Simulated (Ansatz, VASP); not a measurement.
**Two plane-wave programs on C**

```
CELL_PARAMETERS angstrom
2.45881 0.00000 0.00000
-1.22941 2.12940 0.00000
0.00000 0.00000 8.52288
ATOMIC_POSITIONS crystal
C 0.33333 0.66667 0.00000
C 0.66667 0.33333 0.00000
```

Alike in both runs: task relaxation of cell and atoms; functional PBEsol; k mesh 18 × 18 × 6; occupations fermi-dirac, width 0.15 eV; no spin polarisation.

|  | VASP | Ansatz |
| --- | --- | --- |
| version | VASP 6.6.1 | Ansatz 0.2.0 |
| potentials or method | VASP PAW PBE potentials, release 64 (C), cutoff 600 eV | scalar-relativistic, plane waves, PAW |
| valence electrons in the cell | 8 | 8 |

Ansatz gave:

| Quantity | Value |
| --- | --- |
| gap on the k mesh at the Fermi level, each at its own relaxed structure (eV) | none |
| relaxed volume (Å³/atom) | 22.31 |
| relaxed cell length with the largest relative difference (Å) | 8.523 |

Q: What did VASP give for the same quantities?

A: gap on the k mesh at the Fermi level, each at its own relaxed structure (eV): none; relaxed volume (Å³/atom): 10.57; relaxed cell length with the largest relative difference (Å): 4.035.

VASP's potentials were made for PBE, not for PBEsol. A gap of «none» marks a metal or a gap that the smearing closes. One of these differences is far larger than is usual between the two programs; its cause wasn't traced.

Noted on VASP's run: the volume moved by over 15 % at a fixed basis, so the end points are rough.
